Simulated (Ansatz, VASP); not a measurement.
**MgS in VASP and in Ansatz**

```
Mg S
1.0
     0.00000    2.62767    2.60165
     2.62767    0.00000    2.60165
     2.62767    2.62767    0.00000
Mg S
1 1
Direct
  0.00000 0.00000 0.00000
  0.50000 0.50000 0.50000
```

Change from the starting cell: equal xx and yy strain of +1 %.

Alike in both runs: task single point; functional PBE; k mesh 8 × 8 × 8; occupations fermi-dirac, width 0.01 eV; no spin polarisation.

```csv
,VASP,Ansatz
version,VASP 6.6.1,Ansatz 0.2.0
potentials or method,"VASP PAW PBE potentials, release 64 (Mg, S), cutoff 520 eV","all-electron LAPW, scalar-relativistic"
```

VASP gave:

| Property | Result |
| --- | --- |
| gap on the k mesh at the Fermi level (eV) | 2.69 |
| pressure (GPa) | -0.6 |
| traceless stress, the component that is largest in VASP (GPa) | 0.63 |

Question: What did Ansatz give for the same quantities?

Answer: gap on the k mesh at the Fermi level (eV): 2.70; pressure (GPa): -0.3; traceless stress, the component that is largest in VASP (GPa): 0.64.

Ansatz ran all-electron here, and VASP with PAW potentials.
